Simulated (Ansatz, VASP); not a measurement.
Two plane-wave programs on GaN

Contents of POSCAR:

```
GaN
1.0
    3.1799996605      0.0000000000      0.0000000000
   -1.5899998303      2.7539604900      0.0000000000
    0.0000000000      0.0000000000      5.1660000000
Ga N
2 2
Direct
    0.3228148347      0.6614074174     -0.0078888740
    0.6561481681      0.3280740840      0.4921111260
    0.3333333333      0.6666666667      0.3750000000
    0.6666666667      0.3333333333      0.8750000000
```

INCAR.step1

```
PREC = Accurate ; ENCUT = 520
ISMEAR = 0 ; SIGMA = 0.05
LREAL = False ; LASPH = True
NELM = 100 ; NBANDS = 26
GGA = PE ; ALGO = Normal
EDIFF = 1E-4 ; LWAVE = True
LCHARG = False
```

The input INCAR.step2:

```
PREC = Accurate ; ENCUT = 520
EDIFF = 1E-6 ; ISMEAR = 0
SIGMA = 0.05 ; LREAL = False
LASPH = True ; NELM = 100
ALGO = Normal ; ISIF = 2
LWAVE = False ; LCHARG = False
METAGGA = R2SCAN ; LMIXTAU = True
NBANDS = 26 ; ISTART = 1
```

Contents of KPOINTS:

```
regular mesh
0
Gamma
  12 12 6
```

Input for Ansatz:

```yaml
crystal:
  lattice:
    - [3.1799996605, 0.0, 0.0]
    - [-1.5899998303, 2.75396049, 0.0]
    - [0.0, 0.0, 5.166]
  atoms:
    - { symbol: Ga, position: [0.3228148347, 0.6614074174, -0.007888874] }
    - { symbol: Ga, position: [0.6561481681, 0.328074084, 0.492111126] }
    - { symbol: "N", position: [0.3333333333, 0.6666666667, 0.375] }
    - { symbol: "N", position: [0.6666666667, 0.3333333333, 0.875] }
basis:
  ecutwfc: 500
kpoints:
  mp_grid: { grid: [12, 12, 6] }
hamiltonian:
  xc: r2scan
scf:
  occupations: { method: gaussian, width: 0.05 }
output:
  forces: true
  stress: true
  eigenvalues: true
```

Change from the starting cell: all Ga atoms moved +0.050 Å, as atom 1 towards its neighbour atom 2 (Ga) at 3.169 Å.

Alike in both runs: task single point; functional r2SCAN; k mesh 12 × 12 × 6; occupations gaussian, width 0.05 eV; no spin polarisation.

|  | VASP | Ansatz |
| --- | --- | --- |
| version | VASP 6.6.1 | Ansatz 0.2.0 |
| potentials or method | VASP PAW PBE potentials, release 64 (Ga_d, N), cutoff 520 eV | scalar-relativistic, plane waves, PAW |
| valence electrons in the cell | 36 | 36 |

```csv
,VASP,Ansatz,Ansatz less VASP
gap on the k mesh at the Fermi level (eV),2.35,2.36,+0.005
least direct gap on the mesh (eV),2.35,2.36,+0.005
pressure (GPa),2.4,1.3,-1.11
"traceless stress, the component that is largest in VASP (GPa)",-1.70,-1.65,+0.048
rms of the force components (eV/Å),0.320,0.313,-0.0067
```

VASP's potentials were made for PBE, not for r2SCAN. Atom by atom the forces differ by 0.007 eV/Å (rms over components). With one functional, cell and mesh, what is left measures potentials, basis and numerics.
